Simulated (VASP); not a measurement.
NiO: single point with PBEsol-based screened hybrid with 25 % exact exchange

The system is NiO.

```
Ni O
1.0
     0.00000    2.07190    2.07190
     2.07190    0.00000    2.07190
     2.07190    2.07190    0.00000
Ni O
1 1
Direct
  0.00000 0.00000 0.00000
  0.50000 0.50000 0.50000
```

```yaml
Program: VASP 6.6.1
Task: single point
Functional: PBEsol-based screened hybrid with 25 % exact exchange
Potentials_or_basis: VASP PAW PBE potentials, release 64 (Ni, O)
Cutoff: 520 eV
k_mesh: 6 × 6 × 6
Occupations: fermi-dirac, width 0.05 eV
Spin: collinear spin, ferromagnetic start
Starting_moments: "[1.0, 0.0] μB"
Dipole_correction: no
Grid_for_exact_exchange_PRECFOCK: Normal
Share_of_exact_exchange: 0.25
Further_INCAR_settings: ALGO = Normal; EDIFF = 1e-07; NBANDS = 19
Screening_parameter: 0.207 1/Å
```

```
Pressure                                              : 1.0 GPa
Band gap on the k mesh                                : 2.69 eV (least direct gap 3.80 eV)
Net moment                                            : 2.00 μB per cell
Site moments                                          : Ni +1.73; O +0.24 μB
Valence electrons inside the program's atomic spheres : Ni 8.96; O 5.06
```

Levels at points of the mesh, in eV from the valence-band top:
Spin up:
```csv
k point,band 5,band 6,band 7,band 8,band 9,band 10,band 11,band 12,band 13,band 14
"(0.00, 0.00, 0.00)",-4.19,-4.19,-2.53,-2.53,-2.53,3.68,19.99,21.20,21.20,21.20
"(0.50, 0.00, 0.00)",-3.56,-3.56,-2.62,0.00,0.00,7.58,12.93,16.34,16.34,23.90
"(0.50, 0.50, 0.00)",-4.06,-4.06,-4.02,-3.22,-3.22,8.37,13.36,14.00,19.59,19.59
```
Spin down:
```csv
k point,band 5,band 6,band 7,band 8,band 9,band 10
"(0.00, 0.00, 0.00)",-1.72,-1.72,-1.72,2.69,2.69,4.16
"(0.50, 0.00, 0.00)",-1.74,-1.74,-1.35,5.85,5.85,7.79
"(0.50, 0.50, 0.00)",-3.36,-1.86,-1.86,3.29,4.02,8.93
```

It took 86 min on 1 thread of Oxide Virtual Turin-like Processor, with other jobs on the host, peak memory 0.23 GiB.

Caveat: the k points lie up to 0.44 Å⁻¹ apart; the PAW data sets were made with another functional, which shifts forces and pressure a little; a cell with one magnetic atom can't hold antiferromagnetic order, which such compounds often take. A k mesh can miss the band edges.
